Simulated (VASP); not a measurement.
# Re (P6_3/mmc) in VASP: a series of runs

Runs on Re. Level: LDA. Tasks: single point.

All numbers are computed with VASP 6.6.1; they aren't measurements. Logs are shortened: lines on timing, memory, paths and dates and some standing lists are left out, and cuts for length are marked.

**1. The cell of the first run**

Symmetry: P6_3/mmc, No. 194, hexagonal system. The conventional cell has a = 2.803 Å, b = 2.803 Å, c = 9.056 Å, α = 90.00°, β = 90.00°, γ = 120.00°. Re (site symmetry -6m2) has 12 Re at 2.78 to 2.80 Å within 3.7 Å. Re (site symmetry -3m) has 12 Re at 2.78 to 2.80 Å within 3.7 Å.

**2. Single point, LDA (volume scaled by 1.04)**

Contents of INCAR:

```
ALGO = Normal
EDIFF = 1E-6
ENCUT = 520
GGA = CA
ISIF = 2
ISMEAR = -1
LASPH = T
LCHARG = T
LELF = T
LREAL = F
LVHAR = T
LWAVE = F
NBANDS = 22
NELM = 80
PREC = Accurate
SIGMA = 0.05
```

Contents of KPOINTS:

```
k-points
0
Gamma
  11 11 3
```

Contents of POSCAR:

```
Re
1.0
    2.8027914027      0.0000000000      0.0000000000
   -1.4013957013      2.4272885563      0.0000000000
    0.0000000000      0.0000000000      9.0564750331
Re
4
Direct
    0.6666666667      0.3333333333      0.7500000000
    0.0000000000      0.0000000000      0.5000000000
    0.3333333333      0.6666666667      0.2500000000
    0.0000000000      0.0000000000      0.0000000000
```

Potentials or basis: VASP PAW LDA potentials, release 64 (Re).

Launch:

```console
$ cat potpaw_LDA.64/Re/POTCAR > POTCAR
$ mpirun -np 1 vasp_std > vasp.out
```

OUTCAR:

```text
EDIFF = 1E-6
   ENCUT = 520
   GGA = CA
   ISIF = 2
   ISMEAR = -1
   LASPH = T
   LREAL = F
   NELM = 80
   PREC = Accurate

 ion  position               nearest neighbor table
   1  0.667  0.333  0.750-   2 2.78   4 2.78   2 2.78   4 2.78   2 2.78   4 2.78
   2  0.000  0.000  0.500-   1 2.78   3 2.78   1 2.78   3 2.78   1 2.78   3 2.78
   3  0.333  0.667  0.250-   2 2.78   4 2.78   2 2.78   4 2.78   2 2.78   4 2.78
   4  0.000  0.000  0.000-   1 2.78   3 2.78   1 2.78   3 2.78   1 2.78   3 2.78

  LATTYP: Found a hexagonal cell.
 ALAT       =     2.8027914027
 C/A-ratio  =     3.2312340563

  Lattice vectors:

 A1 = (   2.8027914027,   0.0000000000,   0.0000000000)
 A2 = (  -1.4013957013,   2.4272885563,   0.0000000000)
 A3 = (   0.0000000000,   0.0000000000,   9.0564750331)

Analysis of symmetry for initial positions (statically):
=====================================================================
 Subroutine PRICEL returns:
 Original cell was already a primitive cell.

 Routine SETGRP: Setting up the symmetry group for a
 hexagonal supercell.

 Subroutine GETGRP returns: Found 24 space group operations
 (whereof 12 operations were pure point group operations)
 out of a pool of 24 trial point group operations.

The static configuration has the point symmetry D_3d.
 The point group associated with its full space group is D_6h.

Analysis of symmetry for dynamics (positions and initial velocities):
=====================================================================
 Subroutine PRICEL returns:
 Original cell was already a primitive cell.

 Routine SETGRP: Setting up the symmetry group for a
 hexagonal supercell.

 Subroutine GETGRP returns: Found 24 space group operations
 (whereof 12 operations were pure point group operations)
 out of a pool of 24 trial point group operations.

The dynamic configuration has the point symmetry D_3d.
 The point group associated with its full space group is D_6h.

 Subroutine INISYM returns: Found 24 space group operations
 (whereof 12 operations are pure point group operations),
 and found     1 'primitive' translations

----------------------------------------------------------------------------------------

                                     Primitive cell

  volume of cell :      61.6129

  direct lattice vectors                    reciprocal lattice vectors
     2.802791403  0.000000000  0.000000000     0.356787165  0.205991166  0.000000000
    -1.401395701  2.427288556  0.000000000     0.000000000  0.411982332  0.000000000
     0.000000000  0.000000000  9.056475033     0.000000000  0.000000000  0.110418236

  length of vectors
     2.802791403  2.802791403  9.056475033     0.411982332  0.411982332  0.110418236

  position of ions in fractional coordinates (direct lattice)
     0.666666667  0.333333333  0.750000000
     0.000000000  0.000000000  0.500000000
     0.333333333  0.666666667  0.250000000
     0.000000000  0.000000000  0.000000000

  ion indices of the primitive-cell ions
   primitive index   ion index
                 1           1
                 2           2
                 3           3
                 4           4

----------------------------------------------------------------------------------------

 KPOINTS: k-points

Automatic generation of k-mesh.
 Grid dimensions read from file:
 generate k-points for:   11   11    3

 Generating k-lattice:

  Cartesian coordinates                     Fractional coordinates (reciprocal lattice)
     0.032435197  0.018726470  0.000000000     0.090909091 -0.000000000  0.000000000
     0.000000000  0.037452939  0.000000000     0.000000000  0.090909091  0.000000000
     0.000000000  0.000000000  0.036806079     0.000000000  0.000000000  0.333333333

  Length of vectors
     0.037452939  0.037452939  0.036806079

  Shift w.r.t. Gamma in fractional coordinates (k-lattice)
     0.000000000  0.000000000  0.000000000

 Subroutine IBZKPT returns following result:
 ===========================================

 Found     32 irreducible k-points:

 Following reciprocal coordinates:
            Coordinates               Weight
  0.000000  0.000000  0.000000      1.000000
  0.090909 -0.000000  0.000000      6.000000
  0.181818 -0.000000  0.000000      6.000000
  0.272727  0.000000  0.000000      6.000000
  0.363636 -0.000000  0.000000      6.000000
  0.454545  0.000000  0.000000      6.000000
[... 16 lines left out ...]
  0.090909  0.090909  0.333333     12.000000
  0.181818  0.090909  0.333333     24.000000
 [... further k-points ...]
   k-points           NKPTS =     32   k-points in BZ     NKDIM =     32   number of bands    NBANDS=     22
   number of dos      NEDOS =    301   number of ions     NIONS =      4
   total plane-waves  NPLWV =  40320
   dimension x,y,z NGX =    24 NGY =   24 NGZ =   70
   dimension x,y,z NGXF=    48 NGYF=   48 NGZF=  140
   ions per type =               4
   NGX,Y,Z   is equivalent  to a cutoff of  14.24, 14.24, 12.85 a.u.
   NGXF,Y,Z  is equivalent  to a cutoff of  28.47, 28.47, 25.70 a.u.
 SYSTEM =  unknown system
   PREC   = accura    normal or accurate (medium, high low for compatibility)
   ISTART =      0    job   : 0-new  1-cont  2-samecut
   ICHARG =      2    charge: 1-file 2-atom 10-const
   ISPIN  =      1    spin polarized calculation?
   LNONCOLLINEAR =      F non collinear calculations
   LSORBIT =      F    spin-orbit coupling
   LASPH  =      T    aspherical Exc in radial PAW
   ENCUT  =  520.0 eV  38.22 Ry    6.18 a.u.   5.21  5.21 16.84*2*pi/ulx,y,z
   NELM   =     80;   NELMIN=  2; NELMDL= -5     # of ELM steps
   EDIFF  = 0.1E-05   stopping-criterion for ELM
   LREAL  =      F    real-space projection
   EDIFFG = 0.1E-04   stopping-criterion for IOM
   NSW    =      0    number of steps for IOM
   IBRION =     -1    ionic relax: 0-MD 1-quasi-New 2-CG
   NFREE  =      0    steps in history (QN), initial steepest desc. (CG)
   ISIF   =      2    stress and relaxation
   ISYM   =      2    0-nonsym 1-usesym 2-fastsym
   POTIM  = 0.5000    time-step for ionic-motion
   TEBEG  =    0.0;   TEEND  =   0.0 temperature during run
   PSTRESS=    0.0 pullay stress
   NELECT =      28.0000    total number of electrons
   NUPDOWN=      -1.0000    fix difference up-down
   EMIN   =  10.00;   EMAX   =-10.00  energy-range for DOS
   EFERMI =   0.00;   METHOD = LEGACY
   ISMEAR =    -1;   SIGMA  =   0.05  broadening in eV -4-tet -1-fermi 0-gaus
   EFERMI_NEDOS =   21; number of points for ismear=-14 and -15
   IALGO  =     38    algorithm
   IMIX   =      4    mixing-type and parameters
     AMIX     =   0.40;   BMIX     =  1.00
     AMIX_MAG =   1.60;   BMIX_MAG =  1.00
  volume/ion in A,a.u.               =      15.40       103.95
  Fermi-wavevector in a.u.,A,eV,Ry     =   1.258646  2.378497 21.554222  1.584191
  Thomas-Fermi vector in A             =   2.392246
   LORBIT       =      0    0 simple, 1 ext, 2 COOP (PROOUT), +10 PAW based schemes
   GGA     = CA    functional components
   LHFCALC =     F    Hartree Fock is set to
   AEXX    =    0.0000 exact exchange contribution
   IVDW    =     0    specifies the selected vdW correction
   LEPSILON=     F    determine dielectric tensor
   LRPA    =     F    only Hartree local field effects (RPA)
 non-spin polarized calculation
  energy-cutoff  :      520.00
  volume of cell :       61.61
 maximum number of plane-waves:      1673
 NGX is ok and might be reduce to    24
   NGX = 11   NGY = 11   NGZ = 33

 number of electron      28.0000001 magnetization

 Free energy of the ion-electron system (eV)
  ---------------------------------------------------
  ext. energy  EPLUGINS =         0.00000000
  ---------------------------------------------------
  free energy    TOTEN  =       -54.74026845 eV

  energy without entropy =      -54.71494000  energy(sigma->0) =      -54.72760422

 E-fermi :   7.3596     XC(G=0): -13.5958

 val. band max:        7.3523462396   @ k =   0.2727   0.0909   0.0000
 cond. band min:       7.3620772238   @ k =   0.3636   0.2727   0.3333
 fundamental gap:      0.0097309842
 Fermi energy:         7.3596054338

 k-point     1 :       0.0000    0.0000    0.0000
  band No.  band energies     occupation
      1      -2.2021      2.00000
      2       0.0233      2.00000
      3       0.0989      2.00000
      4       1.0182      2.00000
      5       4.9720      2.00000
      6       5.0590      2.00000
[... 14 lines left out ...]
     21       9.6895      0.00000
     22       9.6895      0.00000

 k-point     2 :       0.0909   -0.0000    0.0000
  band No.  band energies     occupation
      1      -1.8824      2.00000
      2       0.3205      2.00000
      3       0.3932      2.00000
      4       1.3219      2.00000
      5       4.5919      2.00000
      6       4.8500      2.00000
[... 14 lines left out ...]
     21       9.6381      0.00000
     22       9.7566      0.00000

 k-point     3 :       0.1818   -0.0000    0.0000
  band No.  band energies     occupation
      1      -0.9969      2.00000
      2       1.0424      2.00000
      3       1.1022      2.00000
      4       2.0690      2.00000
      5       3.9811      2.00000
      6       4.3708      2.00000
[... 14 lines left out ...]
     21       9.8534      0.00000
     22      10.0304      0.00000

 k-point     4 :       0.2727    0.0000    0.0000
  band No.  band energies     occupation
      1       0.1863      2.00000
      2       1.5419      2.00000
      3       1.6124      2.00000
      4       2.5175      2.00000
      5       3.6469      2.00000
      6       3.7920      2.00000
[... 14 lines left out ...]
     21      10.4834      0.00000
     22      10.5509      0.00000

 k-point     5 :       0.3636   -0.0000    0.0000
  band No.  band energies     occupation
      1       0.9847      2.00000
      2       1.3845      2.00000
      3       1.7351      2.00000
      4       2.3447      2.00000
      5       3.2496      2.00000
      6       3.3305      2.00000
[... 417 lines left out ...]
 k-point    22 :       0.4545    0.0000    0.3333
  band No.  band energies     occupation
      1       1.2430      2.00000
      2       1.3959      2.00000
      3       1.6753      2.00000
      4       1.9776      2.00000
      5       2.5349      2.00000
      6       2.6320      2.00000
[... 14 lines left out ...]
     21      11.3954      0.00000
     22      11.8977      0.00000

 k-point    23 :       0.0909    0.0909    0.3333
  band No.  band energies     occupation
      1      -0.9935      2.00000
      2      -0.2035      2.00000
      3       1.7071      2.00000
      4       1.8867      2.00000
      5       4.3297      2.00000
      6       4.5739      2.00000
[... 14 lines left out ...]
     21      10.0762      0.00000
     22      10.7044      0.00000

 k-point    24 :       0.1818    0.0909    0.3333
  band No.  band energies     occupation
      1       0.0201      2.00000
      2       0.6504      2.00000
      3       2.4389      2.00000
      4       2.6937      2.00000
      5       3.6029      2.00000
      6       3.8663      2.00000
[... 14 lines left out ...]
     21      10.1789      0.00000
     22      10.8214      0.00000

 [... further k-points ...]
[... 5 lines left out ...]
  --------------------------------------------------------------------------------------
  -------------------------------------------------------------------------------------
  Total       -9.3038731     -9.3038731     -9.3995111     -0.0000000      0.0000000     -0.0000000
  in kB     -241.9373848   -241.9373848   -244.4243498     -0.0000000      0.0000000     -0.0000000
  external PRESSURE =    -242.7663731 kB  Pullay stress =       0.0000000 kB

 VOLUME and BASIS-vectors are now :
 -----------------------------------------------------------------------------
  energy-cutoff  :      520.00
  volume of cell :       61.61
      direct lattice vectors                 reciprocal lattice vectors
     2.802791403  0.000000000  0.000000000     0.356787165  0.205991166  0.000000000
    -1.401395701  2.427288556  0.000000000     0.000000000  0.411982332  0.000000000
     0.000000000  0.000000000  9.056475033     0.000000000  0.000000000  0.110418236

 POSITION                                       TOTAL-FORCE (eV/Angst)
 -----------------------------------------------------------------------------------
      1.40140      0.80910      6.79236        -0.000000      0.000000      0.000000
      0.00000      0.00000      4.52824         0.000000      0.000000      0.000000
     -0.00000      1.61819      2.26412        -0.000000     -0.000000      0.000000
      0.00000      0.00000      0.00000         0.000000      0.000000      0.000000
 -----------------------------------------------------------------------------------
    total drift:                               -0.000000      0.000000      0.000000

  FREE ENERGIE OF THE ION-ELECTRON SYSTEM (eV)
  ---------------------------------------------------
  free  energy   TOTEN  =       -54.7402684497 eV

  energy  without entropy=      -54.7149399995  energy(sigma->0) =      -54.72760422
```

Wall time 28 s (1 thread of Intel Xeon Platinum 8488C (Sapphire Rapids), shared host); peak memory 0.17 GiB.

Results:

```
Free energy            : -54.7403 eV
Pressure               : -24.3 GPa
Band gap on the k mesh : zero (band 14 reaches 8.42 eV, above the bottom of band 15 at 6.12 eV)
```

Caveat: spin-orbit coupling is left out, which moves the levels of the heavy elements.

**3. Single point, LDA (volume scaled by 1.06)**

Contents of INCAR:

```
SYSTEM = Re
  PREC = Accurate
  ENCUT = 520
  EDIFF = 1E-6
  ISMEAR = -1
  SIGMA = 0.05
  LREAL = .FALSE.
  LASPH = .TRUE.
  NELM = 60
  ALGO = Normal
  ISIF = 2
  LWAVE = .FALSE.
  LCHARG = .FALSE.
  GGA = CA
  NBANDS = 22
```

Contents of KPOINTS:

```
Automatic mesh
0
G
  11 11 3
  0 0 0
```

Contents of POSCAR:

```
Re
1.0
    2.8206440586      0.0000000000      0.0000000000
   -1.4103220293      2.4427494098      0.0000000000
    0.0000000000      0.0000000000      9.1141611428
Re
4
Direct
    0.6666666667      0.3333333333      0.7500000000
    0.0000000000      0.0000000000      0.5000000000
    0.3333333333      0.6666666667      0.2500000000
    0.0000000000      0.0000000000      0.0000000000
```

Potentials or basis: VASP PAW LDA potentials, release 64 (Re).

Launch:

```console
$ cat potpaw_LDA.64/Re/POTCAR > POTCAR
$ mpirun -np 1 vasp_std > vasp.out
```

Wall time 26 s (1 thread of Intel Xeon Platinum 8488C (Sapphire Rapids), shared host); peak memory 0.17 GiB.

The run converged. Its results:

```yaml
Free_energy: -54.5414 eV
Pressure: -29.7 GPa
Band_gap_on_the_k_mesh: zero (band 14 reaches 8.16 eV, above the bottom of band 15 at 5.92 eV)
```

Stress tensor (GPa, compression positive):
```
-29.58   0.00   0.00
  0.00 -29.58   0.00
  0.00   0.00 -29.86
```

Levels at points of the mesh, in eV from the Fermi level:
```tsv
k point	band 12	band 13	band 14	band 15	band 16	band 17
(0.00, 0.00, 0.00)	-1.12	-1.12	-1.02	-1.02	0.53	0.57
```

Caveat: spin-orbit coupling is left out, which moves the levels of the heavy elements.
